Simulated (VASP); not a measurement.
A run of VASP 6.6.1 is set up as follows.

File INCAR:

```
SYSTEM = BP
  PREC = Accurate
  ENCUT = 520
  EDIFF = 1E-7
  ISMEAR = 0
  SIGMA = 0.05
  LREAL = .FALSE.
  LASPH = .TRUE.
  NELM = 60
  ALGO = Normal
  ISIF = 2
  LWAVE = .FALSE.
  LCHARG = .FALSE.
  GGA = PE
  NBANDS = 11
```

File KPOINTS:

```
regular mesh
0
G
  10 10 10
  0 0 0
```

The input POSCAR:

```
BP
1.0
    0.0000000000      2.0874800000      2.2690000000
    2.0874800000      0.0000000000      2.2690000000
    2.0874800000      2.0874800000      0.0000000000
B P
1 1
Direct
    0.0000000000      0.0000000000      0.0000000000
    0.7500000000      0.7500000000      0.7500000000
```

Potentials or basis: VASP PAW PBE potentials, release 64 (B, P).

Launch:

```sh
$ cat potpaw_PBE.64/B/POTCAR potpaw_PBE.64/P/POTCAR > POTCAR
$ mpirun -np 1 vasp_std > vasp.out
```

Problem. Predict the band gap on the k mesh.

Solution. 0.33 eV, indirect (least direct gap 3.29 eV).

Problem. Estimate the pressure.

Solution. 38.2 GPa.

Stress tensor (GPa, compression positive):
```
47.59  0.00  0.00
 0.00 47.59  0.00
 0.00  0.00 19.36
```

Caveat: the cell differs from its parent crystal (strain -0.080 along x and y, +0.000 along z). A k mesh can miss the band edges.
